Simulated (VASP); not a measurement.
# Ga (P2_1/m) in VASP: a series of runs, part 2 of 2

VASP 6.6.1. The steps go on from the part before.

### 3 Single point, PBEsol

This run uses another cell than the first one, of 16.72 Å³/atom.

File INCAR:

```
SYSTEM = Ga
ALGO = Normal ; EDIFF = 1E-6
ENCUT = 520 ; GGA = PS
ISIF = 2 ; ISMEAR = -1
LASPH = .TRUE. ; LCHARG = .FALSE.
LREAL = .FALSE. ; LWAVE = .FALSE.
NBANDS = 20 ; NELM = 80
PREC = Accurate ; SIGMA = 0.05
```

File KPOINTS:

```
k-points
0
G
  10 8 7
  0 0 0
```

File POSCAR:

```
Ga
1.0
    2.7227813121      0.0000000000     -0.0314666678
    0.0000000000      3.0655212166      0.0000000000
   -1.3617188368      0.0000000000      4.0216622008
Ga
2
Direct
    0.1298215703      0.7500000000      0.7679642844
    0.8701784297      0.2500000000      0.2320357156
```

Potentials or basis: VASP PAW PBE potentials, release 64 (Ga_d).

On the command line:

```bash
$ cat potpaw_PBE.64/Ga_d/POTCAR > POTCAR
$ mpirun -np 1 vasp_std > vasp.out
```

OUTCAR:

```text
SYSTEM = Ga
   EDIFF = 1E-6
   ENCUT = 520
   GGA = PS
   ISIF = 2
   ISMEAR = -1
   LASPH = .TRUE.
   LREAL = .FALSE.
   NELM = 80
   PREC = Accurate

 ion  position               nearest neighbor table
   1  0.130  0.750  0.768-   2 2.64   2 2.64   2 2.77   2 2.77   2 2.77   2 2.77
   2  0.870  0.250  0.232-   1 2.64   1 2.64   1 2.77   1 2.77   1 2.77   1 2.77

  LATTYP: Found a simple monoclinic cell.
 ALAT       =     2.7229631332
 B/A-ratio  =     1.1258034232
 C/A-ratio  =     1.5482913122
 COS(beta)  =    -0.3118784156

  Lattice vectors:

 A1 = (   2.7227813121,   0.0000000000,  -0.0314666678)
 A2 = (   0.0000000000,  -3.0655212166,   0.0000000000)
 A3 = (  -1.3610624753,   0.0000000000,  -3.9901955330)

Analysis of symmetry for initial positions (statically):
=====================================================================
 Subroutine PRICEL returns:
 Original cell was already a primitive cell.

 Routine SETGRP: Setting up the symmetry group for a
 simple monoclinic supercell.

 Subroutine GETGRP returns: Found  4 space group operations
 (whereof  2 operations were pure point group operations)
 out of a pool of  4 trial point group operations.

The static configuration has the point symmetry S_2 .
 The point group associated with its full space group is C_2h.

Analysis of symmetry for dynamics (positions and initial velocities):
=====================================================================
 Subroutine PRICEL returns:
 Original cell was already a primitive cell.

 Routine SETGRP: Setting up the symmetry group for a
 simple monoclinic supercell.

 Subroutine GETGRP returns: Found  4 space group operations
 (whereof  2 operations were pure point group operations)
 out of a pool of  4 trial point group operations.

The dynamic configuration has the point symmetry S_2 .
 The point group associated with its full space group is C_2h.

 Subroutine INISYM returns: Found  4 space group operations
 (whereof  2 operations are pure point group operations),
 and found     1 'primitive' translations

----------------------------------------------------------------------------------------

                                     Primitive cell

  volume of cell :      33.4364

  direct lattice vectors                    reciprocal lattice vectors
     2.722781312  0.000000000 -0.031466668     0.368714321  0.000000000  0.124845204
     0.000000000  3.065521217  0.000000000     0.000000000  0.326208801  0.000000000
    -1.361718837  0.000000000  4.021662201     0.002884929  0.000000000  0.249630231

  length of vectors
     2.722963133  3.065521217  4.245944541     0.389276990  0.326208801  0.249646900

  position of ions in fractional coordinates (direct lattice)
     0.129821570  0.750000000  0.767964284
     0.870178430  0.250000000  0.232035716

  ion indices of the primitive-cell ions
   primitive index   ion index
                 1           1
                 2           2

----------------------------------------------------------------------------------------

 KPOINTS: k-points

Automatic generation of k-mesh.
 Grid dimensions read from file:
 generate k-points for:   10    8    7

 Generating k-lattice:

  Cartesian coordinates                     Fractional coordinates (reciprocal lattice)
     0.036871432  0.000000000  0.012484520     0.100000000  0.000000000  0.000000000
     0.000000000  0.040776100  0.000000000     0.000000000  0.125000000  0.000000000
     0.000412133  0.000000000  0.035661462    -0.000000000  0.000000000  0.142857143

  Length of vectors
     0.038927699  0.040776100  0.035663843

  Shift w.r.t. Gamma in fractional coordinates (k-lattice)
     0.000000000  0.000000000  0.000000000

 Subroutine IBZKPT returns following result:
 ===========================================

 Found    180 irreducible k-points:

 Following reciprocal coordinates:
            Coordinates               Weight
  0.000000  0.000000  0.000000      1.000000
  0.100000  0.000000  0.000000      2.000000
  0.200000  0.000000  0.000000      2.000000
  0.300000  0.000000  0.000000      2.000000
  0.400000  0.000000  0.000000      2.000000
  0.500000  0.000000  0.000000      1.000000
[... 16 lines left out ...]
  0.400000  0.375000  0.000000      4.000000
  0.500000  0.375000  0.000000      2.000000
 [... further k-points ...]
   k-points           NKPTS =    180   k-points in BZ     NKDIM =    180   number of bands    NBANDS=     20
   number of dos      NEDOS =    301   number of ions     NIONS =      2
   total plane-waves  NPLWV =  15360
   dimension x,y,z NGX =    20 NGY =   24 NGZ =   32
   dimension x,y,z NGXF=    40 NGYF=   48 NGZF=   64
   ions per type =               2
   NGX,Y,Z   is equivalent  to a cutoff of  12.21, 13.02, 12.53 a.u.
   NGXF,Y,Z  is equivalent  to a cutoff of  24.42, 26.03, 25.06 a.u.
 SYSTEM =  Ga
   PREC   = accura    normal or accurate (medium, high low for compatibility)
   ISTART =      0    job   : 0-new  1-cont  2-samecut
   ICHARG =      2    charge: 1-file 2-atom 10-const
   ISPIN  =      1    spin polarized calculation?
   LNONCOLLINEAR =      F non collinear calculations
   LSORBIT =      F    spin-orbit coupling
   LASPH  =      T    aspherical Exc in radial PAW
   ENCUT  =  520.0 eV  38.22 Ry    6.18 a.u.   5.06  5.70  7.89*2*pi/ulx,y,z
   NELM   =     80;   NELMIN=  2; NELMDL= -5     # of ELM steps
   EDIFF  = 0.1E-05   stopping-criterion for ELM
   LREAL  =      F    real-space projection
   EDIFFG = 0.1E-04   stopping-criterion for IOM
   NSW    =      0    number of steps for IOM
   IBRION =     -1    ionic relax: 0-MD 1-quasi-New 2-CG
   NFREE  =      0    steps in history (QN), initial steepest desc. (CG)
   ISIF   =      2    stress and relaxation
   ISYM   =      2    0-nonsym 1-usesym 2-fastsym
   POTIM  = 0.5000    time-step for ionic-motion
   TEBEG  =    0.0;   TEEND  =   0.0 temperature during run
   PSTRESS=    0.0 pullay stress
   NELECT =      26.0000    total number of electrons
   NUPDOWN=      -1.0000    fix difference up-down
   EMIN   =  10.00;   EMAX   =-10.00  energy-range for DOS
   EFERMI =   0.00;   METHOD = LEGACY
   ISMEAR =    -1;   SIGMA  =   0.05  broadening in eV -4-tet -1-fermi 0-gaus
   EFERMI_NEDOS =   21; number of points for ismear=-14 and -15
   IALGO  =     38    algorithm
   IMIX   =      4    mixing-type and parameters
     AMIX     =   0.40;   BMIX     =  1.00
     AMIX_MAG =   1.60;   BMIX_MAG =  1.00
  volume/ion in A,a.u.               =      16.72       112.82
  Fermi-wavevector in a.u.,A,eV,Ry     =   1.505426  2.844842 30.834970  2.266306
  Thomas-Fermi vector in A             =   2.616276
   LORBIT       =      0    0 simple, 1 ext, 2 COOP (PROOUT), +10 PAW based schemes
   GGA     = PS    functional components
   LHFCALC =     F    Hartree Fock is set to
   AEXX    =    0.0000 exact exchange contribution
   IVDW    =     0    specifies the selected vdW correction
   LEPSILON=     F    determine dielectric tensor
   LRPA    =     F    only Hartree local field effects (RPA)
 non-spin polarized calculation
  energy-cutoff  :      520.00
  volume of cell :       33.44
 maximum number of plane-waves:       916
   NGX = 11   NGY = 11   NGZ = 15

 number of electron      26.0000006 magnetization

 Free energy of the ion-electron system (eV)
  ---------------------------------------------------
  ext. energy  EPLUGINS =         0.00000000
  ---------------------------------------------------
  free energy    TOTEN  =        -6.66199047 eV

  energy without entropy =       -6.65896947  energy(sigma->0) =       -6.66047997

 E-fermi :   6.5766     XC(G=0): -11.7320

 val. band max:        6.5351876638   @ k =  -0.4000   0.5000   0.4286
 cond. band min:       6.6394983645   @ k =   0.2000   0.2500   0.4286
 fundamental gap:      0.1043107007
 Fermi energy:         6.5765987269

 k-point     1 :       0.0000    0.0000    0.0000
  band No.  band energies     occupation
      1      -8.7380      2.00000
      2      -8.6772      2.00000
      3      -8.6446      2.00000
      4      -8.6325      2.00000
      5      -8.3289      2.00000
      6      -8.3012      2.00000
[... 12 lines left out ...]
     19      18.5872      0.00000
     20      19.7899      0.00000
[... 507 lines left out ...]
 k-point    24 :       0.5000    0.3750    0.0000
  band No.  band energies     occupation
      1      -8.7112      2.00000
      2      -8.6430      2.00000
      3      -8.5975      2.00000
      4      -8.5853      2.00000
      5      -8.3908      2.00000
      6      -8.3221      2.00000
[... 12 lines left out ...]
     19      17.1365      0.00000
     20      17.9321      0.00000

 [... further k-points ...]

------------------------ aborting loop because EDIFF is reached ----------------------------------------

  FORCE on cell =-STRESS in cart. coord.  units (eV):
  Direction    XX          YY          ZZ          XY          YZ          ZX
  --------------------------------------------------------------------------------------
  -------------------------------------------------------------------------------------
  Total        1.0250366      1.0161618      1.0175648      0.0000000      0.0000000     -0.0001767
  in kB       49.1167977     48.6915407     48.7587723      0.0000000      0.0000000     -0.0084680
  external PRESSURE =      48.8557036 kB  Pullay stress =       0.0000000 kB

 VOLUME and BASIS-vectors are now :
 -----------------------------------------------------------------------------
  energy-cutoff  :      520.00
  volume of cell :       33.44
      direct lattice vectors                 reciprocal lattice vectors
     2.722781312  0.000000000 -0.031466668     0.368714321  0.000000000  0.124845204
     0.000000000  3.065521217  0.000000000     0.000000000  0.326208801  0.000000000
    -1.361718837  0.000000000  4.021662201     0.002884929  0.000000000  0.249630231

 POSITION                                       TOTAL-FORCE (eV/Angst)
 -----------------------------------------------------------------------------------
     -0.69228      2.29914      3.08441         0.000290     -0.000000     -0.000983
      2.05334      0.76638      0.90579        -0.000290      0.000000      0.000983
 -----------------------------------------------------------------------------------
    total drift:                               -0.000000      0.000000      0.000000

  FREE ENERGIE OF THE ION-ELECTRON SYSTEM (eV)
  ---------------------------------------------------
  free  energy   TOTEN  =        -6.6619904718 eV

  energy  without entropy=       -6.6589694659  energy(sigma->0) =       -6.66047997
```

OSZICAR:

```text
N       E                     dE             d eps       ncg     rms          rms(c)
DAV:   1     0.128645057898E+03    0.12865E+03   -0.13125E+04  7688   0.254E+03
DAV:   2     0.407243685779E+01   -0.12457E+03   -0.12123E+03  7452   0.381E+02
DAV:   3    -0.662093077259E+01   -0.10693E+02   -0.10643E+02  8072   0.934E+01
DAV:   4    -0.676902577973E+01   -0.14810E+00   -0.14802E+00  8252   0.121E+01
DAV:   5    -0.677158659725E+01   -0.25608E-02   -0.25607E-02  8232   0.154E+00    0.174E+00
DAV:   6    -0.668211873347E+01    0.89468E-01   -0.15981E-01  9404   0.731E+00    0.829E-01
DAV:   7    -0.666438266306E+01    0.17736E-01   -0.24335E-02 10608   0.234E+00    0.240E-01
DAV:   8    -0.666197681756E+01    0.24058E-02   -0.28031E-03  8088   0.770E-01    0.152E-02
DAV:   9    -0.666198973354E+01   -0.12916E-04   -0.93692E-05  8376   0.993E-02    0.809E-03
DAV:  10    -0.666199047178E+01   -0.73824E-06   -0.41004E-06  7356   0.269E-02
   1 F= -.66619905E+01 E0= -.66604800E+01  d E =-.302101E-02
```

stdout:

```text
POSCAR found type information on POSCAR Ga
 POSCAR found :  1 types and       2 ions
 scaLAPACK will be used
 -----------------------------------------------------------------------------
|                                                                             |
|                                                                             |
|     You enforced a specific xc type in the INCAR file but a different       |
|     I HOPE YOU KNOW WHAT YOU ARE DOING!                                     |
|                                                                             |
 -----------------------------------------------------------------------------

 LDA part: xc-table for (Slater+PW92), standard interpolation
 POSCAR, INCAR and KPOINTS ok, starting setup
 FFT: planning ... GRIDC
 FFT: planning ... GRID_SOFT
 FFT: planning ... GRID
 WAVECAR not read
 entering main loop
```

Wall time 70 s (1 thread of Intel Xeon Platinum 8259CL at 2.50GHz (Skylake/Cascade Lake), shared host); peak memory 0.21 GiB.

What came out:

```
Free energy            : -6.6620 eV
Pressure               : 4.9 GPa
Band gap on the k mesh : zero (bands 13 and 14 overlap by 9.41 eV)
```

Caveat: the cell stands under pressure; the PAW data sets were made with another functional, which shifts forces and pressure a little.

The gap in the log of VASP goes by the Fermi energy; the results here count the filled bands.